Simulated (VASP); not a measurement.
# Al (a cell with a defect) in VASP: further runs

The runs below take Al (a cell with a defect) through single point, with PBEsol.

Everything below comes from runs of VASP 6.6.1. Logs are shortened: lines on timing, memory, paths and dates and some standing lists are left out, and cuts for length are marked.

## (1) The cell of the first run

The cell holds a defect, 33 atoms: a = 8.100 Å, b = 8.100 Å, c = 8.100 Å, α = 90.00°, β = 90.00°, γ = 90.00°.

## (2) Single point, PBEsol

File INCAR:

```
  PREC = Accurate
  ENCUT = 520
  EDIFF = 1E-6
  ISMEAR = 0
  SIGMA = 0.05
  LREAL = Auto
  LASPH = True
  NELM = 60
  ALGO = Normal
  ISIF = 2
  LWAVE = False
  LCHARG = False
  GGA = PS
  NBANDS = 72
```

File KPOINTS:

```
regular mesh
0
Gamma
  3 3 3
```

File POSCAR:

```
Al
1.0
    8.1000000000      0.0000000000      0.0000000000
    0.0000000000      8.1000000000      0.0000000000
    0.0000000000      0.0000000000      8.1000000000
Al
33
Direct
    0.5005738272     -0.0067771605     -0.0080407407
    0.7508302469      0.2486743210     -0.0006807407
    0.7725934568     -0.0154282716      0.2457190123
    0.0063360494      0.0064324691     -0.0044140741
    0.2529590123      0.2532279012     -0.0075897531
    0.5091739506      0.5095544444     -0.0462454321
    0.7498382716      0.7492991358     -0.0035025926
    0.2508520988      0.0031112346      0.2490603704
    0.5396917284      0.1659703704      0.2660338272
    0.7530409877      0.4972844444      0.2509495062
    0.5002811111     -0.0140948148      0.5176517284
    0.7577253086      0.2463227160      0.5077295062
    0.7555309877     -0.0008797531      0.7523148148
   -0.0072086420      0.5005051852     -0.0088751852
    0.2487196296      0.7507502469     -0.0000683951
    0.0007508642      0.2484004938      0.2491380247
    0.1627755556      0.5356364198      0.2656559259
    0.4966670370      0.7521356790      0.2508276543
    0.0057339506      0.0057650617      0.5032649383
    0.2558432099      0.2562169136      0.4967171605
    0.5052566667      0.5052197531      0.5242308642
    0.7506325926      0.7503781481      0.5018611111
    0.2506344444      0.0030543210      0.7509828395
    0.5032593827      0.2433393827      0.7469512346
    0.7558623457      0.4989280247      0.7492786420
   -0.0108353086      0.7748906173      0.2459923457
   -0.0144659259      0.5004097531      0.5189111111
    0.2463027160      0.7571903704      0.5061362963
    0.0034896296      0.2505270370      0.7512312346
    0.2434320988      0.5038055556      0.7468717284
    0.4988354321      0.7565243210      0.7490425926
   -0.0006349383      0.7557849383      0.7522306173
    0.4246067901      0.4254077778      0.2291719753
```

Potentials or basis: VASP PAW PBE potentials, release 64 (Al).

Started as:

```sh
$ cat potpaw_PBE.64/Al/POTCAR > POTCAR
$ mpirun -np 1 vasp_std > vasp.out
```

OUTCAR:

```text
PREC = Accurate
   ENCUT = 520
   EDIFF = 1E-6
   ISMEAR = 0
   LREAL = Auto
   LASPH = True
   NELM = 60
   ISIF = 2
   GGA = PS

 ion  position               nearest neighbor table
   1  0.501  0.993  0.992-   9 2.64  31 2.75  23 2.81   7 2.83  15 2.83  13 2.83  24 2.84  18 2.87
                             2 2.90   8 2.90   5 2.91   3 3.01
   2  0.751  0.249  0.999-  14 2.83   9 2.84  13 2.84   4 2.85  16 2.86  24 2.86  10 2.87  25 2.87
                            29 2.87   1 2.90   6 2.90   3 2.93
   3  0.773  0.985  0.246-   9 2.40  26 2.44   4 2.78   7 2.78  22 2.82  19 2.82  16 2.83  18 2.92
                             2 2.93  12 3.00   1 3.01  11 3.12
   4  0.006  0.006  0.996-  26 2.77   3 2.78  29 2.80  23 2.80   5 2.83  32 2.83  13 2.83  16 2.84
                             2 2.85   8 2.85  15 2.85   7 2.94
   5  0.253  0.253  0.992-  33 2.75  29 2.81  23 2.82   4 2.83  24 2.84  30 2.84   8 2.90  14 2.91
                             1 2.91  16 2.92   6 2.95  17 3.27   9 3.29
   6  0.509  0.510  0.954-  33 2.43  25 2.60  31 2.60  30 2.73  24 2.73   7 2.77  15 2.90   2 2.90
                             5 2.95  18 3.11  10 3.12
   7  0.750  0.749  0.996-   6 2.77   3 2.78  26 2.81  14 2.82   1 2.83  32 2.83  13 2.83  25 2.85
                            31 2.86  10 2.90  18 2.91   4 2.94
   8  0.251  0.003  0.249-   9 2.69  26 2.81  16 2.84  18 2.85   4 2.85  19 2.86  20 2.87  15 2.87
                            28 2.88   5 2.90   1 2.90  11 2.97
   9  0.540  0.166  0.266-  33 2.32   3 2.40  11 2.53   1 2.64   8 2.69  12 2.72   2 2.84  20 3.05
                            10 3.19   5 3.29
  10  0.753  0.497  0.251-  33 2.73  16 2.84  14 2.86   2 2.87  27 2.87  22 2.89   7 2.90  12 2.91
                            18 2.93  26 2.95  21 2.99   6 3.12   9 3.19  17 3.34
  11  0.500  0.986  0.518-   9 2.53  31 2.64  28 2.77  23 2.77  22 2.79  24 2.79  13 2.81  18 2.87
                            20 2.96  12 2.97   8 2.97   3 3.12
  12  0.758  0.246  0.508-   9 2.72  27 2.77  19 2.80  29 2.80  13 2.82  24 2.83  25 2.83  16 2.87
                            10 2.91  21 2.93  11 2.97   3 3.00
  13  0.756  0.999  0.752-  32 2.79  11 2.81  12 2.82   7 2.83   4 2.83   1 2.83   2 2.84  24 2.84
                            22 2.86  19 2.86  29 2.86  31 2.86
  14  0.993  0.501  0.991-  17 2.63  25 2.74  29 2.81   7 2.82   2 2.83  32 2.83  30 2.83  10 2.86
                            15 2.90   5 2.91  16 2.92  26 3.03
  15  0.249  0.751  1.000-   1 2.83  32 2.85   4 2.85  17 2.86  18 2.86  30 2.86  31 2.87  23 2.87
                             8 2.87   6 2.90  14 2.90  26 2.90
  16  0.001  0.248  0.249-  17 2.67   3 2.83   8 2.84   4 2.84  10 2.84  19 2.85   2 2.86  12 2.87
                            20 2.88   5 2.92  14 2.92  27 2.99
  17  0.163  0.536  0.266-  33 2.32  26 2.40  27 2.52  14 2.63  16 2.67  28 2.73  15 2.86  20 3.03
                            18 3.23   5 3.27  10 3.34
  18  0.497  0.752  0.251-  33 2.72   8 2.85  15 2.86   1 2.87  11 2.87  22 2.89  28 2.90   7 2.91
                             3 2.92  10 2.93  21 2.98   6 3.11  17 3.23
  19  0.006  0.006  0.503-  12 2.80  28 2.80  26 2.80   3 2.82  23 2.82  29 2.82  16 2.85  32 2.86
[... 14 lines left out ...]
                            10 2.95  28 2.97  14 3.03  27 3.14
  27  0.986  0.500  0.519-  17 2.52  25 2.63  12 2.77  29 2.77  22 2.78  30 2.79  32 2.80  10 2.87
                            20 2.96  28 2.97  16 2.99  26 3.14
  28  0.246  0.757  0.506-  17 2.73  11 2.77  19 2.80  23 2.81  32 2.82  30 2.83  31 2.84   8 2.88
                            18 2.90  21 2.93  27 2.97  26 2.97
  29  0.003  0.251  0.751-  27 2.77   4 2.80  12 2.80  14 2.81   5 2.81  19 2.82  30 2.83  23 2.83
                            25 2.84  13 2.86   2 2.87  20 2.90
  30  0.243  0.504  0.747-   6 2.73  21 2.78  27 2.79  29 2.83  28 2.83  14 2.83  32 2.84   5 2.84
                            20 2.85  15 2.86  31 2.91  24 2.98
  31  0.499  0.757  0.749-   6 2.60  11 2.64  21 2.73   1 2.75  23 2.83  28 2.84   7 2.86  22 2.86
                            13 2.86  15 2.87  30 2.91  25 2.95
  32  0.999  0.756  0.752-  13 2.79  27 2.80  28 2.82   7 2.83   4 2.83  14 2.83  30 2.84  15 2.85
                            23 2.86  19 2.86  22 2.86  25 2.87
  33  0.425  0.425  0.229-   9 2.32  17 2.32   6 2.43  21 2.56  18 2.72  10 2.73   5 2.75  20 2.91

  LATTYP: Found a simple cubic cell.
 ALAT       =     8.1000000000

  Lattice vectors:

 A1 = (   8.1000000000,   0.0000000000,   0.0000000000)
 A2 = (   0.0000000000,   8.1000000000,   0.0000000000)
 A3 = (   0.0000000000,   0.0000000000,   8.1000000000)

Analysis of symmetry for initial positions (statically):
=====================================================================
 Subroutine PRICEL returns:
 Original cell was already a primitive cell.

 Routine SETGRP: Setting up the symmetry group for a
 simple cubic supercell.

 Subroutine GETGRP returns: Found  1 space group operations
 (whereof  1 operations were pure point group operations)
 out of a pool of 48 trial point group operations.

The static configuration has the point symmetry C_1 .

Analysis of symmetry for dynamics (positions and initial velocities):
=====================================================================
 Subroutine PRICEL returns:
 Original cell was already a primitive cell.

 Routine SETGRP: Setting up the symmetry group for a
 simple cubic supercell.

 Subroutine GETGRP returns: Found  1 space group operations
 (whereof  1 operations were pure point group operations)
 out of a pool of 48 trial point group operations.

The dynamic configuration has the point symmetry C_1 .

 Subroutine INISYM returns: Found  1 space group operations
 (whereof  1 operations are pure point group operations),
 and found     1 'primitive' translations
[... 100 lines left out ...]

  Length of vectors
     0.041152263  0.041152263  0.041152263

  Shift w.r.t. Gamma in fractional coordinates (k-lattice)
     0.000000000  0.000000000  0.000000000

 Subroutine IBZKPT returns following result:
 ===========================================

 Found     14 irreducible k-points:

 Following reciprocal coordinates:
            Coordinates               Weight
  0.000000  0.000000  0.000000      1.000000
  0.333333  0.000000  0.000000      2.000000
  0.000000  0.333333  0.000000      2.000000
  0.000000  0.000000  0.333333      2.000000
  0.333333  0.333333  0.000000      2.000000
  0.000000  0.333333  0.333333      2.000000
  0.333333  0.000000  0.333333      2.000000
 -0.333333  0.333333  0.000000      2.000000
 -0.333333  0.000000  0.333333      2.000000
  0.000000 -0.333333  0.333333      2.000000
  0.333333  0.333333  0.333333      2.000000
 -0.333333  0.333333  0.333333      2.000000
 -0.333333 -0.333333  0.333333      2.000000
  0.333333 -0.333333  0.333333      2.000000
   k-points           NKPTS =     14   k-points in BZ     NKDIM =     14   number of bands    NBANDS=     72
   number of dos      NEDOS =    301   number of ions     NIONS =     33
   total plane-waves  NPLWV = 216000
   dimension x,y,z NGX =    60 NGY =   60 NGZ =   60
   dimension x,y,z NGXF=   120 NGYF=  120 NGZF=  120
   ions per type =              33
   NGX,Y,Z   is equivalent  to a cutoff of  12.31, 12.31, 12.31 a.u.
   NGXF,Y,Z  is equivalent  to a cutoff of  24.63, 24.63, 24.63 a.u.
 SYSTEM =  unknown system
   PREC   = accura    normal or accurate (medium, high low for compatibility)
   ISTART =      0    job   : 0-new  1-cont  2-samecut
   ICHARG =      2    charge: 1-file 2-atom 10-const
   ISPIN  =      1    spin polarized calculation?
   LNONCOLLINEAR =      F non collinear calculations
   LSORBIT =      F    spin-orbit coupling
   LASPH  =      T    aspherical Exc in radial PAW
   ENCUT  =  520.0 eV  38.22 Ry    6.18 a.u.  15.06 15.06 15.06*2*pi/ulx,y,z
   NELM   =     60;   NELMIN=  2; NELMDL= -5     # of ELM steps
   EDIFF  = 0.1E-05   stopping-criterion for ELM
   LREAL  =      T    real-space projection
   EDIFFG = 0.1E-04   stopping-criterion for IOM
   NSW    =      0    number of steps for IOM
   IBRION =     -1    ionic relax: 0-MD 1-quasi-New 2-CG
   NFREE  =      0    steps in history (QN), initial steepest desc. (CG)
   ISIF   =      2    stress and relaxation
   ISYM   =      2    0-nonsym 1-usesym 2-fastsym
   POTIM  = 0.5000    time-step for ionic-motion
   TEBEG  =    0.0;   TEEND  =   0.0 temperature during run
   PSTRESS=    0.0 pullay stress
   NELECT =      99.0000    total number of electrons
   NUPDOWN=      -1.0000    fix difference up-down
   EMIN   =  10.00;   EMAX   =-10.00  energy-range for DOS
   EFERMI =   0.00;   METHOD = LEGACY
   ISMEAR =     0;   SIGMA  =   0.05  broadening in eV -4-tet -1-fermi 0-gaus
   EFERMI_NEDOS =   21; number of points for ismear=-14 and -15
   IALGO  =     38    algorithm
   IMIX   =      4    mixing-type and parameters
     AMIX     =   0.40;   BMIX     =  1.00
     AMIX_MAG =   1.60;   BMIX_MAG =  1.00
  volume/ion in A,a.u.               =      16.10       108.68
  Fermi-wavevector in a.u.,A,eV,Ry     =   0.934978  1.766853 11.894002  0.874184
  Thomas-Fermi vector in A             =   2.061839
   LORBIT       =      0    0 simple, 1 ext, 2 COOP (PROOUT), +10 PAW based schemes
   GGA     = PS    functional components
   LHFCALC =     F    Hartree Fock is set to
   AEXX    =    0.0000 exact exchange contribution
   IVDW    =     0    specifies the selected vdW correction
   LEPSILON=     F    determine dielectric tensor
   LRPA    =     F    only Hartree local field effects (RPA)
 non-spin polarized calculation
 Gauss-broadening in eV      SIGMA  =   0.05
  energy-cutoff  :      520.00
  volume of cell :      531.44
 maximum number of plane-waves:     14358
   NGX = 31   NGY = 31   NGZ = 31

 number of electron      99.0000000 magnetization

 Free energy of the ion-electron system (eV)
  ---------------------------------------------------
  ext. energy  EPLUGINS =         0.00000000
  ---------------------------------------------------
  free energy    TOTEN  =      -132.52115790 eV

  energy without entropy =     -132.50593438  energy(sigma->0) =     -132.51354614

 E-fermi :   8.2121     XC(G=0): -10.3352

 val. band max:        8.2072780299   @ k =   0.3333   0.0000   0.3333
 cond. band min:       8.2129616253   @ k =   0.0000   0.0000   0.0000
 fundamental gap:      0.0056835954
 Fermi energy:         8.2120790652

 k-point     1 :       0.0000    0.0000    0.0000
  band No.  band energies     occupation
      1      -3.1211      2.00000
      2      -1.0476      2.00000
      3      -0.9953      2.00000
      4      -0.9540      2.00000
      5      -0.8033      2.00000
      6      -0.7787      2.00000
[... 885 lines left out ...]
     60       9.8087      0.00000
     61       9.8511      0.00000
 [bands above 61 left out]

------------------------ aborting loop because EDIFF is reached ----------------------------------------

  FORCE on cell =-STRESS in cart. coord.  units (eV):
  Direction    XX          YY          ZZ          XY          YZ          ZX
  --------------------------------------------------------------------------------------
  -------------------------------------------------------------------------------------
  Total       13.3341605     13.2659402      8.3608826     -6.9976177     -1.2596124     -1.2304721
  in kB       40.1995511     39.9938819     25.2062160    -21.0962730     -3.7974535     -3.7096018
  external PRESSURE =      35.1332163 kB  Pullay stress =       0.0000000 kB

 VOLUME and BASIS-vectors are now :
 -----------------------------------------------------------------------------
  energy-cutoff  :      520.00
  volume of cell :      531.44
      direct lattice vectors                 reciprocal lattice vectors
     8.100000000  0.000000000  0.000000000     0.123456790  0.000000000  0.000000000
     0.000000000  8.100000000  0.000000000     0.000000000  0.123456790  0.000000000
     0.000000000  0.000000000  8.100000000     0.000000000  0.000000000  0.123456790

 POSITION                                       TOTAL-FORCE (eV/Angst)
 -----------------------------------------------------------------------------------
      4.05465      8.04510      8.03487        -0.023980     -0.034406     -0.040772
      6.08172      2.01426      8.09449        -0.044208     -0.011929      0.023335
      6.25801      7.97503      1.99032         0.011705      0.056937      0.019711
      0.05132      0.05210      8.06425         0.005170      0.003443     -0.000605
      2.04897      2.05115      8.03852         0.078284      0.079607      0.211072
      4.12431      4.12739      7.72541         0.010676      0.007596     -0.175857
[... 25 lines left out ...]
      8.09486      6.12186      6.09307         0.016889      0.004008     -0.000336
      3.43931      3.44580      1.85629         0.440921      0.475650      0.092677
 -----------------------------------------------------------------------------------
    total drift:                               -0.007210     -0.004024      0.014202

  FREE ENERGIE OF THE ION-ELECTRON SYSTEM (eV)
  ---------------------------------------------------
  free  energy   TOTEN  =      -132.5211579013 eV

  energy  without entropy=     -132.5059343764  energy(sigma->0) =     -132.51354614
```

It took 4 min on 1 thread of Intel Xeon 6975P-C (Granite Rapids), shared host; peak memory 0.64 GiB.

Results:

| Property | Result |
| --- | --- |
| Free energy | -132.5212 eV |
| Pressure | 3.5 GPa |
| Largest force | 0.655 eV/Å |
| Band gap on the k mesh | zero (an odd number of electrons rules out a gap without spin polarisation) |

Forces in eV/Å, atoms in the order of the input:
```
Al  -0.024 -0.034 -0.041
Al  -0.044 -0.012  0.023
Al   0.012  0.057  0.020
Al   0.005  0.003 -0.001
Al   0.078  0.080  0.211
Al   0.011  0.008 -0.176
Al   0.022  0.020 -0.001
Al  -0.080 -0.067 -0.006
Al  -0.304 -0.158 -0.075
Al   0.096  0.025  0.016
Al  -0.028 -0.012  0.035
Al  -0.069 -0.029 -0.071
Al   0.005  0.015  0.001
Al  -0.036 -0.025 -0.047
Al  -0.008 -0.045  0.024
Al  -0.082 -0.101 -0.008
Al  -0.167 -0.294 -0.077
Al   0.036  0.103  0.015
Al   0.002  0.001  0.015
Al   0.031  0.031 -0.102
Al   0.043  0.041  0.143
Al   0.034  0.030  0.012
Al  -0.013  0.033  0.014
Al  -0.030 -0.026 -0.004
Al   0.040 -0.019 -0.009
Al   0.056  0.002  0.025
Al  -0.010 -0.026  0.041
Al  -0.027 -0.074 -0.069
Al   0.033 -0.016  0.013
Al  -0.024 -0.030 -0.003
Al  -0.016  0.039 -0.010
Al   0.017  0.004  0.000
Al   0.441  0.476  0.093
```

Levels at points of the mesh, in eV from the Fermi level:
| k point | band 45 | band 46 | band 47 | band 48 | band 49 | band 50 | band 51 | band 52 | band 53 | band 54 |
| --- | --- | --- | --- | --- | --- | --- | --- | --- | --- | --- |
| (0.00, 0.00, 0.00) | -0.82 | -0.42 | -0.36 | -0.27 | 0.00 | 0.09 | 0.10 | 0.23 | 0.42 | 0.63 |

Caveat: the PAW data sets were made with another functional, which shifts forces and pressure a little.

## (3) Single point, PBEsol

File INCAR:

```
SYSTEM = Al
ALGO = Normal
EDIFF = 1E-6
ENCUT = 520
GGA = PS
ISIF = 2
ISMEAR = 0
LASPH = .True.
LCHARG = .False.
LREAL = Auto
LWAVE = .False.
NBANDS = 72
NELM = 100
PREC = Accurate
SIGMA = 0.05
```

File KPOINTS:

```
k-points
0
Gamma
  3 3 3
  0 0 0
```

File POSCAR:

```
Al
1.0
    8.1000000000      0.0000000000      0.0000000000
    0.0000000000      8.1000000000      0.0000000000
    0.0000000000      0.0000000000      8.1000000000
Al
33
Direct
    0.4995840741     -0.0074608642     -0.0117661728
    0.7480083951      0.2495967901      0.0012497531
    0.7711486420     -0.0113701235      0.2478692593
    0.0058906173      0.0059688889     -0.0044093827
    0.2569990123      0.2573464198      0.0029160494
    0.5076135802      0.5083848148     -0.0516388889
    0.7512401235      0.7509451852     -0.0035675309
    0.2441718519     -0.0017183951      0.2491817284
    0.5232772840      0.1640467901      0.2583165432
    0.7657454321      0.5026919753      0.2518162963
    0.4998355556     -0.0114934568      0.5177895062
    0.7528837037      0.2468730864      0.5030758025
    0.7562007407      0.0012062963      0.7521432099
   -0.0076908642      0.4995903704     -0.0119697531
    0.2493902469      0.7484064198      0.0014179012
   -0.0033419753      0.2431975309      0.2493004938
    0.1642874074      0.5211067901      0.2579730864
    0.5019851852      0.7650733333      0.2516548148
    0.0056039506      0.0056282716      0.5044795062
    0.2575141975      0.2577901235      0.4920939506
    0.5072385185      0.5075561728      0.5350154321
    0.7529628395      0.7528216049      0.5036764198
    0.2495411111      0.0042328395      0.7510822222
    0.5014909877      0.2419793827      0.7472075309
    0.7593402469      0.4987076543      0.7494125926
   -0.0088033333      0.7711200000      0.2480149383
   -0.0116053086      0.4999191358      0.5178750617
    0.2467985185      0.7528559259      0.5021946914
    0.0042683951      0.2496244444      0.7512240741
    0.2417075309      0.5020229630      0.7470548148
    0.4986124691      0.7597961728      0.7492801235
    0.0012162963      0.7563476543      0.7519858025
    0.4469170370      0.4460040741      0.2373766667
```

Potentials or basis: VASP PAW PBE potentials, release 64 (Al).

Started as:

```sh
$ cat potpaw_PBE.64/Al/POTCAR > POTCAR
$ mpirun -np 1 vasp_std > vasp.out
```

Wall time 6.6 min (1 thread of AMD EPYC 9R45 (Zen 5), shared host); peak memory 0.61 GiB.

It converged, with:

| Property | Result |
| --- | --- |
| Free energy | -132.8551 eV |
| Pressure | 3.4 GPa |
| Largest force | 0.363 eV/Å |
| Band gap on the k mesh | zero (an odd number of electrons rules out a gap without spin polarisation) |

Forces in eV/Å, atoms in the order of the input:
```
Al  -0.023 -0.027 -0.054
Al  -0.044  0.000  0.020
Al  -0.025  0.044  0.025
Al  -0.006 -0.008 -0.003
Al   0.065  0.063  0.164
Al   0.002 -0.005 -0.095
Al   0.014  0.015 -0.006
Al  -0.084 -0.077  0.001
Al  -0.236 -0.011 -0.065
Al   0.128  0.041  0.015
Al  -0.023  0.005  0.010
Al  -0.069 -0.007 -0.060
Al   0.000  0.018 -0.004
Al  -0.024 -0.019 -0.051
Al   0.002 -0.046  0.016
Al  -0.062 -0.074 -0.001
Al  -0.015 -0.223 -0.065
Al   0.050  0.129  0.015
Al  -0.002 -0.004  0.015
Al   0.021  0.019 -0.072
Al   0.036  0.036  0.142
Al   0.019  0.020  0.021
Al  -0.015  0.025  0.006
Al  -0.034 -0.019  0.005
Al   0.039 -0.017 -0.008
Al   0.033 -0.033  0.022
Al   0.009 -0.022  0.002
Al  -0.007 -0.066 -0.047
Al   0.023 -0.016  0.005
Al  -0.020 -0.038  0.003
Al  -0.014  0.038 -0.006
Al   0.017  0.000 -0.003
Al   0.248  0.260  0.054
```

Stress tensor (GPa, compression positive):
```
 3.67 -1.06 -0.18
-1.06  3.69 -0.20
-0.18 -0.20  2.72
```

Levels at points of the mesh, in eV from the Fermi level:
```tsv
k point	band 47	band 48	band 49	band 50	band 51	band 52
(0.00, 0.00, 0.00)	-0.43	-0.23	0.08	0.11	0.13	0.24
```

Caveat: the PAW data sets were made with another functional, which shifts forces and pressure a little.
